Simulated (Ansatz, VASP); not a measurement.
**Two plane-wave programs on ZnS**

```
Zn S
1.0
     0.08114    2.74522    2.74522
     2.74522    0.08114    2.74522
     2.74522    2.74522    0.08114
Zn S
1 1
Direct
  0.00000 0.00000 0.00000
  0.75000 0.75000 0.75000
```

Change from the starting cell: equal xy, yz and zx shear strains of +3 %, PAW files.

Alike in both runs: task electric field gradients; functional PBE; k mesh 8 × 8 × 8; occupations fermi-dirac, width 0.01 eV; no spin polarisation.

|  | VASP | Ansatz |
| --- | --- | --- |
| version | VASP 6.6.1 | Ansatz 0.2.0 |
| potentials or method | VASP PAW PBE potentials, release 64 (Zn, S) | PAW with Ansatz's default frozen-core files, scalar-relativistic |
| plane-wave cutoff (eV) | 520 | 420 |
| valence electrons in the cell | 18 | 18 |

```csv
,VASP,Ansatz,Ansatz less VASP
gap on the k mesh at the Fermi level (eV),2.02,2.01,-0.004
pressure (GPa),1.8,1.7,-0.16
"traceless stress, the component that is largest in VASP (GPa)",-1.94,-1.92,+0.012
rms of the force components (eV/Å),0.140,0.137,-0.0025
size of Vzz on the site where it differs most (V/Å²),18.4,17.4,-1.08
```

Atom by atom the forces differ by 0.003 eV/Å (rms over components).
